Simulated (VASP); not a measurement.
A run of VASP 6.6.1 is set up as follows.

Contents of INCAR:

```
SYSTEM = AlN
ALGO = Normal
EDIFF = 1E-6
ENCUT = 520
GGA = PE
ISIF = 2
ISMEAR = 0
LASPH = .TRUE.
LCHARG = .TRUE.
LELF = .TRUE.
LREAL = .FALSE.
LVHAR = .TRUE.
LWAVE = .FALSE.
NBANDS = 11
NELM = 100
PREC = Accurate
SIGMA = 0.05
```

The input KPOINTS:

```
k-points
0
G
  10 10 10
  0 0 0
```

The input POSCAR:

```
AlN
1.0
    0.0387766519      1.9395929193      1.9395929193
    1.9395929193      0.0387766519      1.9395929193
    1.9395929193      1.9395929193      0.0387766519
Al N
1 1
Direct
    0.5000000000      0.5000000000      0.5000000000
    0.0000000000      0.0000000000      0.0000000000
```

Potentials or basis: VASP PAW PBE potentials, release 64 (Al, N).

Run with:

```bash
$ cat potpaw_PBE.64/Al/POTCAR potpaw_PBE.64/N/POTCAR > POTCAR
$ mpirun -np 1 vasp_std > vasp.out
```

**Question.** Predict the band gap on the k mesh.

**Answer.** 4.73 eV, indirect (least direct gap 7.84 eV).

**Question.** Predict the pressure.

**Answer.** 61.9 GPa.

Stress tensor (GPa, compression positive):
```
61.93 -8.04 -8.04
-8.04 61.93 -8.04
-8.04 -8.04 61.93
```

A k mesh can miss the band edges. A hybrid or GW would open this gap; PBE tends to underestimate it.
